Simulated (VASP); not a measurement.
# Zn5Rh (P4/mmm) in VASP: single point with PBE

Aim: the single point of Zn5Rh with PBE.

Program: VASP 6.6.1. These are calculated values, not measurements. Logs are shortened: lines on timing, memory, paths and dates and some standing lists are left out, and cuts for length are marked.

## 1. The cell of the first run

Symmetry: P4/mmm, No. 123, tetragonal system. Conventional cell: a = 4.581 Å, b = 4.581 Å, c = 4.918 Å, α = 90.00°, β = 90.00°, γ = 90.00°. Zn (site symmetry m2m) has 3 Zn at 1.86 to 1.96 Å within 2.5 Å. Within 2.5 Å of Zn (site symmetry 4/mmm) lie 4 Zn at 1.86 Å and 2 Rh at 2.46 Å. Rh (site symmetry 4/mmm) has 10 Zn at 2.46 to 3.08 Å within 3.2 Å.

The cell was built from a structure type or drawn by symmetry, and may not be a known phase.

## 2. Single point, PBE

Contents of INCAR:

```
PREC     = Accurate       # precision mode
ENCUT    = 520            # plane-wave cutoff, eV
EDIFF    = 1E-7           # SCF threshold, eV
ISMEAR   = 0              # smearing method
SIGMA    = 0.1            # smearing width, eV
LREAL    = False          # projectors in reciprocal space
LASPH    = True           # aspherical terms in the spheres
NELM     = 80             # most SCF steps
ALGO     = Fast           # electronic algorithm
ISIF     = 2              # what is computed and relaxed
LWAVE    = False          # write WAVECAR
LCHARG   = True           # write CHGCAR
GGA      = PE             # functional
LELF     = True           # ELF
LVHAR    = True         
NBANDS   = 46             # bands
```

Contents of KPOINTS:

```
regular mesh
0
Gamma
  4 4 4
```

Contents of POSCAR:

```
Zn5Rh
1.0
    4.5809304300      0.0000000000      0.0000000000
    0.0000000000      4.5809304300      0.0000000000
    0.0000000000      0.0000000000      4.9182563200
Zn Rh
5 1
Direct
    0.7133909000      0.7133909000      0.5000000000
    0.2866091000      0.2866091000      0.5000000000
    0.2866091000      0.7133909000      0.5000000000
    0.7133909000      0.2866091000      0.5000000000
    0.0000000000      0.0000000000      0.5000000000
    0.0000000000      0.0000000000      0.0000000000
```

Potentials or basis: VASP PAW PBE potentials, release 64 (Zn, Rh_pv).

The run is started by

```bash
$ cat potpaw_PBE.64/Zn/POTCAR potpaw_PBE.64/Rh_pv/POTCAR > POTCAR
$ mpirun -np 1 vasp_std > vasp.out
```

OUTCAR:

```text
PREC = Accurate
   ENCUT = 520
   EDIFF = 1E-7
   ISMEAR = 0
   LREAL = False
   LASPH = True
   NELM = 80
   ISIF = 2
   GGA = PE

 ion  position               nearest neighbor table
   1  0.713  0.713  0.500-   5 1.86   4 1.96   3 1.96   4 2.63   3 2.63   2 2.76   6 3.08   6 3.08

   2  0.287  0.287  0.500-   5 1.86   4 1.96   3 1.96   3 2.63   4 2.63   1 2.76   6 3.08   6 3.08

   3  0.287  0.713  0.500-   5 1.86   2 1.96   1 1.96   2 2.63   1 2.63   4 2.76   6 3.08   6 3.08

   4  0.713  0.287  0.500-   5 1.86   2 1.96   1 1.96   2 2.63   1 2.63   3 2.76   6 3.08   6 3.08

   5  0.000  0.000  0.500-   1 1.86   2 1.86   3 1.86   4 1.86   6 2.46   6 2.46
   6  0.000  0.000  0.000-   5 2.46   5 2.46   3 3.08   4 3.08   1 3.08   1 3.08   2 3.08   3 3.08
                             4 3.08   2 3.08

  LATTYP: Found a simple tetragonal cell.
 ALAT       =     4.5809304300
 C/A-ratio  =     1.0736369816

  Lattice vectors:

 A1 = (   4.5809304300,   0.0000000000,   0.0000000000)
 A2 = (   0.0000000000,   4.5809304300,   0.0000000000)
 A3 = (   0.0000000000,   0.0000000000,   4.9182563200)

Analysis of symmetry for initial positions (statically):
=====================================================================
 Subroutine PRICEL returns:
 Original cell was already a primitive cell.

 Routine SETGRP: Setting up the symmetry group for a
 simple tetragonal supercell.

 Subroutine GETGRP returns: Found 16 space group operations
 (whereof 16 operations were pure point group operations)
 out of a pool of 16 trial point group operations.

The static configuration has the point symmetry D_4h.

Analysis of symmetry for dynamics (positions and initial velocities):
=====================================================================
 Subroutine PRICEL returns:
 Original cell was already a primitive cell.

 Routine SETGRP: Setting up the symmetry group for a
 simple tetragonal supercell.

 Subroutine GETGRP returns: Found 16 space group operations
 (whereof 16 operations were pure point group operations)
 out of a pool of 16 trial point group operations.

The dynamic configuration has the point symmetry D_4h.

 Subroutine INISYM returns: Found 16 space group operations
 (whereof 16 operations are pure point group operations),
 and found     1 'primitive' translations

----------------------------------------------------------------------------------------

                                     Primitive cell

  volume of cell :     103.2092

  direct lattice vectors                    reciprocal lattice vectors
     4.580930430  0.000000000  0.000000000     0.218296264  0.000000000  0.000000000
     0.000000000  4.580930430  0.000000000     0.000000000  0.218296264  0.000000000
     0.000000000  0.000000000  4.918256320     0.000000000  0.000000000  0.203324092

  length of vectors
     4.580930430  4.580930430  4.918256320     0.218296264  0.218296264  0.203324092

  position of ions in fractional coordinates (direct lattice)
     0.713390900  0.713390900  0.500000000
     0.286609100  0.286609100  0.500000000
     0.286609100  0.713390900  0.500000000
     0.713390900  0.286609100  0.500000000
     0.000000000  0.000000000  0.500000000
     0.000000000  0.000000000  0.000000000

  ion indices of the primitive-cell ions
   primitive index   ion index
                 1           1
                 2           2
                 3           3
                 4           4
                 5           5
                 6           6

----------------------------------------------------------------------------------------

 KPOINTS: regular mesh

Automatic generation of k-mesh.
 Grid dimensions read from file:
 generate k-points for:    4    4    4

 Generating k-lattice:

  Cartesian coordinates                     Fractional coordinates (reciprocal lattice)
     0.054574066  0.000000000  0.000000000     0.250000000  0.000000000  0.000000000
     0.000000000  0.054574066  0.000000000     0.000000000  0.250000000  0.000000000
     0.000000000  0.000000000  0.050831023     0.000000000  0.000000000  0.250000000

  Length of vectors
     0.054574066  0.054574066  0.050831023

  Shift w.r.t. Gamma in fractional coordinates (k-lattice)
     0.000000000  0.000000000  0.000000000

 Subroutine IBZKPT returns following result:
 ===========================================

 Found     18 irreducible k-points:

 Following reciprocal coordinates:
            Coordinates               Weight
  0.000000  0.000000  0.000000      1.000000
  0.250000  0.000000  0.000000      4.000000
  0.500000  0.000000  0.000000      2.000000
  0.250000  0.250000  0.000000      4.000000
  0.500000  0.250000  0.000000      4.000000
  0.500000  0.500000  0.000000      1.000000
[... 10 lines left out ...]
  0.500000  0.250000  0.500000      4.000000
  0.500000  0.500000  0.500000      1.000000
   k-points           NKPTS =     18   k-points in BZ     NKDIM =     18   number of bands    NBANDS=     46
   number of dos      NEDOS =    301   number of ions     NIONS =      6
   total plane-waves  NPLWV =  51840
   dimension x,y,z NGX =    36 NGY =   36 NGZ =   40
   dimension x,y,z NGXF=    72 NGYF=   72 NGZF=   80
   ions per type =               5   1
   NGX,Y,Z   is equivalent  to a cutoff of  13.06, 13.06, 13.52 a.u.
   NGXF,Y,Z  is equivalent  to a cutoff of  26.13, 26.13, 27.04 a.u.
 SYSTEM =  unknown system
   PREC   = accura    normal or accurate (medium, high low for compatibility)
   ISTART =      0    job   : 0-new  1-cont  2-samecut
   ICHARG =      2    charge: 1-file 2-atom 10-const
   ISPIN  =      1    spin polarized calculation?
   LNONCOLLINEAR =      F non collinear calculations
   LSORBIT =      F    spin-orbit coupling
   LASPH  =      T    aspherical Exc in radial PAW
   ENCUT  =  520.0 eV  38.22 Ry    6.18 a.u.   8.52  8.52  9.14*2*pi/ulx,y,z
   NELM   =     80;   NELMIN=  2; NELMDL= -5     # of ELM steps
   EDIFF  = 0.1E-06   stopping-criterion for ELM
   LREAL  =      F    real-space projection
   EDIFFG = 0.1E-05   stopping-criterion for IOM
   NSW    =      0    number of steps for IOM
   IBRION =     -1    ionic relax: 0-MD 1-quasi-New 2-CG
   NFREE  =      0    steps in history (QN), initial steepest desc. (CG)
   ISIF   =      2    stress and relaxation
   ISYM   =      2    0-nonsym 1-usesym 2-fastsym
   POTIM  = 0.5000    time-step for ionic-motion
   TEBEG  =    0.0;   TEEND  =   0.0 temperature during run
   PSTRESS=    0.0 pullay stress
   NELECT =      75.0000    total number of electrons
   NUPDOWN=      -1.0000    fix difference up-down
   EMIN   =  10.00;   EMAX   =-10.00  energy-range for DOS
   EFERMI =   0.00;   METHOD = LEGACY
   ISMEAR =     0;   SIGMA  =   0.10  broadening in eV -4-tet -1-fermi 0-gaus
   EFERMI_NEDOS =   21; number of points for ismear=-14 and -15
   IALGO  =     68    algorithm
   IMIX   =      4    mixing-type and parameters
     AMIX     =   0.40;   BMIX     =  1.00
     AMIX_MAG =   1.60;   BMIX_MAG =  1.00
  volume/ion in A,a.u.               =      17.20       116.08
  Fermi-wavevector in a.u.,A,eV,Ry     =   1.471824  2.781343 29.473817  2.166264
  Thomas-Fermi vector in A             =   2.586913
   LORBIT       =      0    0 simple, 1 ext, 2 COOP (PROOUT), +10 PAW based schemes
   GGA     = PE    functional components
   LHFCALC =     F    Hartree Fock is set to
   AEXX    =    0.0000 exact exchange contribution
   IVDW    =     0    specifies the selected vdW correction
   LEPSILON=     F    determine dielectric tensor
   LRPA    =     F    only Hartree local field effects (RPA)
 non-spin polarized calculation
 RMM-DIIS sequential band-by-band and
 Gauss-broadening in eV      SIGMA  =   0.10
  energy-cutoff  :      520.00
  volume of cell :      103.21
 maximum number of plane-waves:      2811
 NGX is ok and might be reduce to    36
   NGX = 17   NGY = 17   NGZ = 19

 number of electron      75.0000028 magnetization

 Free energy of the ion-electron system (eV)
  ---------------------------------------------------
  ext. energy  EPLUGINS =         0.00000000
  ---------------------------------------------------
  free energy    TOTEN  =         4.33844404 eV

  energy without entropy =        4.36230240  energy(sigma->0) =        4.35037322

 E-fermi :   2.7346     XC(G=0): -10.5414

 val. band max:        2.7258618422   @ k =   0.0000   0.0000   0.0000
 cond. band min:       2.7484455169   @ k =   0.5000   0.2500   0.2500
 fundamental gap:      0.0225836747
 Fermi energy:         2.7346005383

 k-point     1 :       0.0000    0.0000    0.0000
  band No.  band energies     occupation
      1     -42.4979      2.00000
      2     -41.9770      2.00000
      3     -41.9770      2.00000
      4      -9.7592      2.00000
      5      -9.0943      2.00000
      6      -8.5987      2.00000
[... 38 lines left out ...]
     45       9.1944      0.00000
     46      11.2690      0.00000

 k-point     2 :       0.2500    0.0000    0.0000
  band No.  band energies     occupation
      1     -42.4979      2.00000
      2     -41.9772      2.00000
      3     -41.9770      2.00000
      4      -9.3929      2.00000
      5      -8.8917      2.00000
      6      -8.7186      2.00000
[... 38 lines left out ...]
     45       9.3632      0.00000
     46      10.2895      0.00000

 k-point     3 :       0.5000    0.0000    0.0000
  band No.  band energies     occupation
      1     -42.4978      2.00000
      2     -41.9774      2.00000
      3     -41.9770      2.00000
      4      -8.8448      2.00000
      5      -8.8105      2.00000
      6      -8.4134      2.00000
[... 724 lines left out ...]
     45      12.1940      0.00000
     46      12.7575      0.00000

 k-point    18 :       0.5000    0.5000    0.5000
  band No.  band energies     occupation
      1     -42.5001      2.00000
      2     -41.9774      2.00000
      3     -41.9774      2.00000
      4      -9.5839      2.00000
      5      -8.1088      2.00000
      6      -8.0809      2.00000
[... 38 lines left out ...]
     45      11.6625      0.00000
     46      12.8325      0.00000

------------------------ aborting loop because EDIFF is reached ----------------------------------------

  FORCE on cell =-STRESS in cart. coord.  units (eV):
  Direction    XX          YY          ZZ          XY          YZ          ZX
  --------------------------------------------------------------------------------------
  -------------------------------------------------------------------------------------
  Total       66.1107482     66.1107482     -4.0934371      0.0000000     -0.0000000      0.0000000
  in kB     1026.2758360   1026.2758360    -63.5448193      0.0000000     -0.0000000      0.0000000
  external PRESSURE =     663.0022842 kB  Pullay stress =       0.0000000 kB

 VOLUME and BASIS-vectors are now :
 -----------------------------------------------------------------------------
  energy-cutoff  :      520.00
  volume of cell :      103.21
      direct lattice vectors                 reciprocal lattice vectors
     4.580930430  0.000000000  0.000000000     0.218296264  0.000000000  0.000000000
     0.000000000  4.580930430  0.000000000     0.000000000  0.218296264  0.000000000
     0.000000000  0.000000000  4.918256320     0.000000000  0.000000000  0.203324092

 POSITION                                       TOTAL-FORCE (eV/Angst)
 -----------------------------------------------------------------------------------
      3.26799      3.26799      2.45913        -0.398742     -0.398742      0.000000
      1.31294      1.31294      2.45913         0.398742      0.398742      0.000000
      1.31294      3.26799      2.45913         0.398742     -0.398742     -0.000000
      3.26799      1.31294      2.45913        -0.398742      0.398742      0.000000
      0.00000      0.00000      2.45913         0.000000      0.000000      0.000000
      0.00000      0.00000      0.00000         0.000000      0.000000      0.000000
 -----------------------------------------------------------------------------------
    total drift:                                0.000000      0.000000     -0.000000

  FREE ENERGIE OF THE ION-ELECTRON SYSTEM (eV)
  ---------------------------------------------------
  free  energy   TOTEN  =         4.3384440445 eV

  energy  without entropy=        4.3623023979  energy(sigma->0) =        4.35037322
```

Wall time 2.5 min (1 thread of Intel Xeon 8259CL, shared host); peak memory 0.26 GiB.

What came out:

* Free energy: 4.3384 eV
* Pressure: 66.3 GPa
* Largest force: 0.564 eV/Å
* Band gap on the k mesh: zero (an odd number of electrons rules out a gap without spin polarisation)

Forces in eV/Å, atoms in the order of the input:
```
Zn  -0.399 -0.399  0.000
Zn   0.399  0.399  0.000
Zn   0.399 -0.399  0.000
Zn  -0.399  0.399  0.000
Zn   0.000  0.000  0.000
Rh   0.000  0.000  0.000
```

Stress tensor (GPa, compression positive):
```
102.63   0.00   0.00
  0.00 102.63   0.00
  0.00   0.00  -6.35
```

Levels at points of the mesh, in eV from the Fermi level:
| k point | band 34 | band 35 | band 36 | band 37 | band 38 | band 39 | band 40 | band 41 |
| --- | --- | --- | --- | --- | --- | --- | --- | --- |
| (0.00, 0.00, 0.00) | -1.77 | -1.03 | -1.03 | -0.53 | -0.34 | -0.01 | 2.60 | 2.98 |
| (0.50, 0.00, 0.00) | -1.03 | -0.94 | -0.73 | -0.22 | -0.21 | 1.00 | 1.37 | 1.89 |
| (0.50, 0.50, 0.00) | -1.22 | -0.39 | -0.21 | -0.16 | 1.04 | 2.00 | 4.55 | 4.55 |
| (0.00, 0.00, 0.50) | -1.67 | -1.53 | -0.60 | -0.35 | 0.67 | 0.67 | 3.36 | 3.36 |
| (0.50, 0.00, 0.50) | -1.09 | -0.99 | -0.54 | -0.11 | 0.11 | 0.17 | 1.02 | 1.35 |
| (0.50, 0.50, 0.50) | -1.20 | -0.38 | -0.38 | -0.15 | 0.36 | 1.04 | 1.04 | 1.88 |

Caveat: the cell stands under pressure.
